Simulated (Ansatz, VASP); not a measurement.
## Two plane-wave programs on Li2Se

INCAR

```
SYSTEM = Li2Se
PREC = Accurate
ENCUT = 750
EDIFF = 1E-6
ISMEAR = 0
SIGMA = 0.05
LREAL = .FALSE.
LASPH = .TRUE.
NELM = 120
ALGO = Normal
ISIF = 2
LWAVE = .FALSE.
LCHARG = .FALSE.
GGA = PS
NBANDS = 13
GGA_COMPAT = .FALSE.
```

KPOINTS

```
Automatic mesh
0
G
  8 8 8
  0 0 0
```

POSCAR

```
Li2Se
1.0
    0.0000000000      2.9924227261      2.9924227261
    2.9924227261      0.0000000000      2.9924227261
    2.9924227261      2.9924227261      0.0000000000
Li Se
2 1
Direct
    0.2500000000      0.2500000000      0.2500000000
    0.7500000000      0.7500000000      0.7500000000
    0.0000000000      0.0000000000      0.0000000000
```

Input for Ansatz:

```yaml
crystal:
  lattice:
    - [0.0, 2.9924227261, 2.9924227261]
    - [2.9924227261, 0.0, 2.9924227261]
    - [2.9924227261, 2.9924227261, 0.0]
  atoms:
    - { symbol: Li, position: [0.25, 0.25, 0.25] }
    - { symbol: Li, position: [0.75, 0.75, 0.75] }
    - { symbol: Se, position: [0.0, 0.0, 0.0] }
basis:
  ecutwfc: 420
  ecutrho_ratio: 4
kpoints:
  mp_grid: { grid: [8, 8, 8] }
hamiltonian:
  xc: pbesol
scf:
  occupations: { method: gaussian, width: 0.05 }
output:
  forces: true
  stress: true
  eigenvalues: true
```

Alike in both runs: task single point; functional PBEsol; k mesh 8 × 8 × 8; occupations gaussian, width 0.05 eV; no spin polarisation.

|  | VASP | Ansatz |
| --- | --- | --- |
| version | VASP 6.6.1 | Ansatz 0.2.0 |
| potentials or method | VASP PAW PBE potentials, release 64 (Li_sv, Se), cutoff 750 eV | scalar-relativistic, plane waves, PAW |
| valence electrons in the cell | 12 | 22 |

```tsv
	VASP	Ansatz	Ansatz less VASP
gap on the k mesh at the Fermi level (eV)	2.83	2.83	+0.006
least direct gap on the mesh (eV)	3.28	3.28	-0.003
pressure (GPa)	-0.7	-0.7	-0.01
```

VASP's potentials were made for PBE, not for PBEsol. VASP's potentials hold 12 valence electrons a cell and Ansatz's 22, so a difference there can come from the potentials and not from the codes.
